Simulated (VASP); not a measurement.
# ZrO2 (P4_2/nmc) in VASP: elastic constants with PBEsol

Aim: the elastic constants of ZrO2 with PBEsol.

Program: VASP 6.6.1. These are calculated values, not measurements. Logs are shortened: lines on timing, memory, paths and dates and some standing lists are left out, and cuts for length are marked.

### 1 The cell of the first run

Symmetry: P4_2/nmc, No. 137, tetragonal system. The conventional cell has a = 3.561 Å, b = 3.561 Å, c = 5.115 Å, α = 90.00°, β = 90.00°, γ = 90.00°. Within 2.7 Å of Zr (site symmetry -4m2) lie 8 O at 2.07 to 2.33 Å. O (site symmetry 2mm) has 4 Zr at 2.07 to 2.33 Å and 6 O at 2.56 Å within 2.7 Å.

### 2 Elastic constants, PBEsol

File INCAR:

```
SYSTEM = ZrO2
ALGO = Normal
EDIFF = 1E-8
ENCUT = 600
GGA = PS
GGA_COMPAT = .False.
IBRION = 6
ISIF = 3
ISMEAR = 0
LASPH = .True.
LCHARG = .False.
LREAL = .False.
LWAVE = .False.
NELM = 120
NFREE = 2
NSW = 1
POTIM = 0.015
PREC = Accurate
SIGMA = 0.01
```

File KPOINTS:

```
k-points
0
Gamma
  6 6 4
  0 0 0
```

File POSCAR:

```
ZrO2
1.0
    3.5608487237      0.0000000000      0.0000000000
    0.0000000000      3.5608487237      0.0000000000
    0.0000000000      0.0000000000      5.1152032331
Zr O
2 4
Direct
    0.0000000000      0.0000000000      0.0000000000
    0.5000000000      0.5000000000      0.5000000000
    0.0000000000      0.5000000000      0.2074901095
    0.0000000000      0.5000000000      0.7074901095
    0.5000000000      0.0000000000      0.2925098905
    0.5000000000      0.0000000000      0.7925098905
```

Potentials or basis: VASP PAW PBE potentials, release 64 (Zr_sv, O).

On the command line:

```
$ cat potpaw_PBE.64/Zr_sv/POTCAR potpaw_PBE.64/O/POTCAR > POTCAR
$ mpirun -np 1 vasp_std > vasp.out
```

OUTCAR:

```text
SYSTEM = ZrO2
   EDIFF = 1E-8
   ENCUT = 600
   GGA = PS
   IBRION = 6
   ISIF = 3
   ISMEAR = 0
   LASPH = .True.
   LREAL = .False.
   NELM = 120
   NFREE = 2
   NSW = 1
   POTIM = 0.015
   PREC = Accurate

 ion  position               nearest neighbor table
   1  0.000  0.000  0.000-   3 2.07   6 2.07   3 2.07   6 2.07   5 2.33   4 2.33   5 2.33   4 2.33
                             2 3.59   2 3.59   2 3.59   2 3.59   2 3.59   2 3.59   2 3.59   2 3.59
   2  0.500  0.500  0.500-   4 2.07   5 2.07   5 2.07   4 2.07   3 2.33   6 2.33   3 2.33   6 2.33
                             1 3.59   1 3.59   1 3.59   1 3.59   1 3.59   1 3.59   1 3.59   1 3.59
   3  0.000  0.500  0.207-   1 2.07   1 2.07   2 2.33   2 2.33
   4  0.000  0.500  0.707-   2 2.07   2 2.07   1 2.33   1 2.33
   5  0.500  0.000  0.293-   2 2.07   2 2.07   1 2.33   1 2.33
   6  0.500  0.000  0.793-   1 2.07   1 2.07   2 2.33   2 2.33

  LATTYP: Found a simple tetragonal cell.
 ALAT       =     3.5608487237
 C/A-ratio  =     1.4365123683

  Lattice vectors:

 A1 = (   3.5608487237,   0.0000000000,   0.0000000000)
 A2 = (   0.0000000000,   3.5608487237,   0.0000000000)
 A3 = (   0.0000000000,   0.0000000000,   5.1152032331)

Analysis of symmetry for initial positions (statically):
=====================================================================
 Subroutine PRICEL returns:
 Original cell was already a primitive cell.

 Routine SETGRP: Setting up the symmetry group for a
 simple tetragonal supercell.

 Subroutine GETGRP returns: Found 16 space group operations
 (whereof  8 operations were pure point group operations)
 out of a pool of 16 trial point group operations.

The static configuration has the point symmetry D_2d.
 The point group associated with its full space group is D_4h.

[... 1136 lines left out ...]

  FORCE on cell =-STRESS in cart. coord.  units (eV):
  Direction    XX          YY          ZZ          XY          YZ          ZX
  --------------------------------------------------------------------------------------
  -------------------------------------------------------------------------------------
  Total        2.0967963      2.3549506      2.2408525      0.0000000      0.0000000      0.0000000
  in kB       51.7960777     58.1731308     55.3546245      0.0000000      0.0000000      0.0000000
  external PRESSURE =      55.1079443 kB  Pullay stress =       0.0000000 kB
[... 21 lines left out ...]
  FREE ENERGIE OF THE ION-ELECTRON SYSTEM (eV)
  ---------------------------------------------------
  free  energy   TOTEN  =       -59.9505113615 eV

  energy  without entropy=      -59.9505113615  energy(sigma->0) =      -59.95051136

 INTERNAL STRAIN TENSORS FROM STRAINED CELLS
 ============================================

 INTERNAL STRAIN TENSOR FOR ION    1 for displacements in x,y,z  (eV/Angst):
          X           Y           Z          XY          YZ          ZX
  --------------------------------------------------------------------------------
  x     0.00000     0.00000     0.00000     0.00000     0.00000   -10.29031
  y     0.00000     0.00000     0.00000     0.00000    10.28381     0.00000
  z   -16.07345    16.07222    -0.00000    -0.00099     0.00047    -0.00046

 INTERNAL STRAIN TENSORS FROM DISPLACED ATOMS
 ============================================

 INTERNAL STRAIN TENSOR FOR ION    1 for displacements in x,y,z  (eV/Angst):
          X           Y           Z          XY          YZ          ZX
  --------------------------------------------------------------------------------
  x     0.00000     0.00000     0.00000     0.00000     0.00000   -10.27977
  y     0.00000     0.00000     0.00000     0.00000    10.27978     0.00000
  z   -16.03311    16.03311     0.00000     0.00000     0.00000     0.00000

 INTERNAL STRAIN TENSOR FOR ION    6 for displacements in x,y,z  (eV/Angst):
          X           Y           Z          XY          YZ          ZX
  --------------------------------------------------------------------------------
  x     0.00000     0.00000     0.00000     0.00000     0.00000    10.02233
  y     0.00000     0.00000     0.00000     0.00000    -4.82211     0.00000
  z    11.75408    -5.32702     7.32621     0.00000     0.00000     0.00000

 Eigenvectors and eigenvalues of the dynamical matrix
 ----------------------------------------------------

   1 f  =   19.939354 THz   125.282655 2PiTHz  665.105254 cm-1    82.462505 meV
             X         Y         Z           dx          dy          dz
      0.000000  0.000000  0.000000     0.000000   -0.000000    0.000000
      1.780424  1.780424  2.557602    -0.000000    0.000000    0.000000
      0.000000  1.780424  1.061354    -0.000000    0.000000   -0.500000
      0.000000  1.780424  3.618956     0.000000    0.000000    0.500000
      1.780424  0.000000  1.496248     0.000000   -0.000000   -0.500000
      1.780424  0.000000  4.053849    -0.000000    0.000000    0.500000
[... 145 lines left out ...]
  18 f/i=    0.003801 THz     0.023879 2PiTHz    0.126772 cm-1     0.015718 meV
             X         Y         Z           dx          dy          dz
      0.000000  0.000000  0.000000    -0.473697   -0.381444   -0.000000
      1.780424  1.780424  2.557602    -0.473697   -0.381444   -0.000000
      0.000000  1.780424  1.061354    -0.198887   -0.159787   -0.000000
      0.000000  1.780424  3.618956    -0.198431   -0.160153   -0.000000
      1.780424  0.000000  1.496248    -0.198887   -0.159787   -0.000000
      1.780424  0.000000  4.053849    -0.198431   -0.160153   -0.000000

--------------------------------------------------------------------------------------------------------

 ELASTIC MODULI CONTR FROM IONIC RELAXATION (kBar)
 Direction    XX          YY          ZZ          XY          YZ          ZX
 --------------------------------------------------------------------------------
 XX        -743.0694    263.6618   -546.4764      0.0000      0.0000     -0.0000
 YY         263.6618   -743.0694   -546.4764      0.0000     -0.0000     -0.0000
 ZZ        -546.4764   -546.4764  -1245.8561      0.0000      0.0000     -0.0000
 XY           0.0000      0.0000      0.0000      0.0000      0.0000      0.0000
 YZ           0.0000     -0.0000      0.0000      0.0000   -576.5524     -0.0000
 ZX          -0.0000     -0.0000     -0.0000      0.0000     -0.0000   -576.5523
 --------------------------------------------------------------------------------

 TOTAL ELASTIC MODULI (kBar)
 Direction    XX          YY          ZZ          XY          YZ          ZX
 --------------------------------------------------------------------------------
 XX        3996.7649   2382.0116    792.4777      0.0000      0.0000     -0.0000
 YY        2382.0116   3996.7649    792.4777     -0.0000     -0.0000     -0.0000
 ZZ         792.4777    792.4777   3591.1337      0.0000      0.0000     -0.0000
 XY           0.0000     -0.0000      0.0000   1815.6250      0.0000      0.0000
 YZ           0.0000     -0.0000      0.0000      0.0000    479.7941     -0.0000
 ZX          -0.0000     -0.0000     -0.0000      0.0000     -0.0000    479.7943
 --------------------------------------------------------------------------------
```

Run time: 23 min. Hardware: 1 thread of Oxide Virtual Turin-like, shared host; peak memory 0.37 GiB.

Results:

```yaml
Voigt_bulk_modulus: 217 GPa
Highest_phonon_frequency_at_Γ_LO-TO_splitting_left_out: 665 cm⁻¹
```

Phonon frequencies in cm⁻¹ (negative: imaginary):
```csv
q point,frequencies
"(0.000, 0.000, 0.000)",0 0 0 146 146 150 150 269 325 339 448 448 465 465 602 654 654 665
```

Elastic tensor in Voigt notation (GPa, in the Cartesian axes of the cell as first typed):
```
400 238  79   0   0   0
238 400  79   0   0   0
 79  79 359   0   0   0
  0   0   0  48   0   0
  0   0   0   0  48   0
  0   0   0   0   0 182
```

Clamped-ion elastic tensor (GPa):
```
474 212 134   0   0   0
212 474 134   0   0   0
134 134 484   0   0   0
  0   0   0 106   0   0
  0   0   0   0 106   0
  0   0   0   0   0 182
```

Caveat: the cell is under stress, which shifts elastic constants; the PAW data sets were made with another functional, which shifts forces and pressure a little.
